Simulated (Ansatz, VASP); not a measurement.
**CO2: VASP beside Ansatz**

POSCAR

```
CO2
1.0
    4.2272127900      0.0000000000      0.0000000000
    0.0000000000      4.2272127900      0.0000000000
    0.0000000000      0.0000000000      4.6877715900
O C
4 2
Direct
    0.8048268600      0.8048268600      0.0000000000
    0.1951731400      0.1951731400      0.0000000000
    0.6951731400      0.3048268600      0.5000000000
    0.3048268600      0.6951731400      0.5000000000
    0.0000000000      0.0000000000      0.0000000000
    0.5000000000      0.5000000000      0.5000000000
```

INCAR.step1

```
PREC = Accurate
ENCUT = 600
ISMEAR = -1
SIGMA = 0.05
LREAL = False
LASPH = True
NELM = 100
GGA = PE
ALGO = Normal
EDIFF = 1E-4
LWAVE = True
LCHARG = False
```

INCAR.step2

```
PREC = Accurate
ENCUT = 600
EDIFF = 1E-6
ISMEAR = -1
SIGMA = 0.05
LREAL = False
LASPH = True
NELM = 100
ALGO = Normal
ISIF = 3
LWAVE = False
LCHARG = False
METAGGA = R2SCAN
LMIXTAU = True
IBRION = 2
NSW = 60
EDIFFG = -0.01
ISTART = 1
```

Contents of KPOINTS:

```
regular mesh
0
Gamma
  6 6 6
```

The input input.yaml:

```yaml
crystal:
  lattice:
    - [4.22721279, 0.0, 0.0]
    - [0.0, 4.22721279, 0.0]
    - [0.0, 0.0, 4.68777159]
  atoms:
    - { symbol: O, position: [0.80482686, 0.80482686, 0.0] }
    - { symbol: O, position: [0.19517314, 0.19517314, 0.0] }
    - { symbol: O, position: [0.69517314, 0.30482686, 0.5] }
    - { symbol: O, position: [0.30482686, 0.69517314, 0.5] }
    - { symbol: C, position: [0.0, 0.0, 0.0] }
    - { symbol: C, position: [0.5, 0.5, 0.5] }
hamiltonian:
  xc: r2scan
  pseudopotentials: { kind: paw }
kpoints:
  mp_grid: { grid: [6, 6, 6] }
scf:
  occupations: { method: fermi_dirac, width: 0.05 }
output:
  forces: true
  stress: true
  eigenvalues: true
  write_density: true
  write_potential: true
  elf: true
  volumetric_format: npy
relax:
  f_tol: 0.01
  max_steps: 40
  cell: { stress_tol: 0.05 }
```

Alike in both runs: task relaxation of cell and atoms; functional r2SCAN; k mesh 6 × 6 × 6; occupations fermi-dirac, width 0.05 eV; no spin polarisation.

|  | VASP | Ansatz |
| --- | --- | --- |
| version | VASP 6.6.1 | Ansatz 0.2.0 |
| potentials or method | VASP PAW PBE potentials, release 64 (O, C) | Ansatz PAW |
| plane-wave cutoff (eV) | 600 | 500 |
| valence electrons in the cell | 32 | 32 |

|  | VASP | Ansatz | Ansatz less VASP |
| --- | --- | --- | --- |
| gap on the k mesh at the Fermi level, each at its own relaxed structure (eV) | 7.17 | 7.29 | +0.121 |
| relaxed volume (Å³/atom) | 13.90 | 14.74 | +0.843 |
| relaxed cell length with the largest relative difference (Å) | 4.225 | 4.364 | +0.1385 |

VASP's potentials were made for PBE, not for r2SCAN. One of these differences is far larger than is usual between the two programs; its cause wasn't traced.

Noted on VASP's run: the standard files for N, O and F lose accuracy on very short bonds. Noted on Ansatz's run: the plane-wave basis is chosen anew once the cell has moved, so the energies of steps on either side of that aren't comparable.
